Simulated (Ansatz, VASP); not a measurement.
## Two plane-wave programs on LaPSe4

```
La P Se
1.0
     0.00000    4.07062    4.07062
     4.07062    0.00000    4.07062
     4.07062    4.07062    0.00000
La P Se
1 1 4
Cartesian
  6.1059 6.1059 6.1059
  4.0706 4.0706 4.0706
  1.0350 3.0357 3.0357
  3.0357 1.0350 3.0357
  3.0357 3.0357 1.0350
  1.0350 1.0350 1.0350
```

Change from the starting cell: species swapped into the ErNi4Au type (F-43m, No. 216).

Alike in both runs: functional PBE; k mesh 3 × 3 × 3; occupations gaussian, width 0.15 eV; no spin polarisation.

Ansatz relaxed the structure, and its values are those at the end. VASP's run is a single point on that final structure, the one shown.

|  | VASP | Ansatz |
| --- | --- | --- |
| version | VASP 6.6.1 | Ansatz 0.2.0 |
| potentials or method | VASP PAW PBE potentials, release 64 (La, P, Se), cutoff 500 eV | scalar-relativistic, plane waves, PAW |
| valence electrons in the cell | 40 | 80 |

```tsv
	VASP	Ansatz	Ansatz less VASP
gap on the k mesh at the Fermi level (eV)	none	none	-
pressure (GPa)	-0.4	-0.4	+0.01
rms of the force components (eV/Å)	0.015	0.015	+0.0001
```

A gap of «none» marks a metal or a gap that the smearing closes. VASP's potentials hold 40 valence electrons a cell and Ansatz's 80, so a difference there can come from the potentials and not from the codes.

The k mesh is coarse, so the values compare programs but aren't converged. Neither program's run includes spin-orbit coupling.
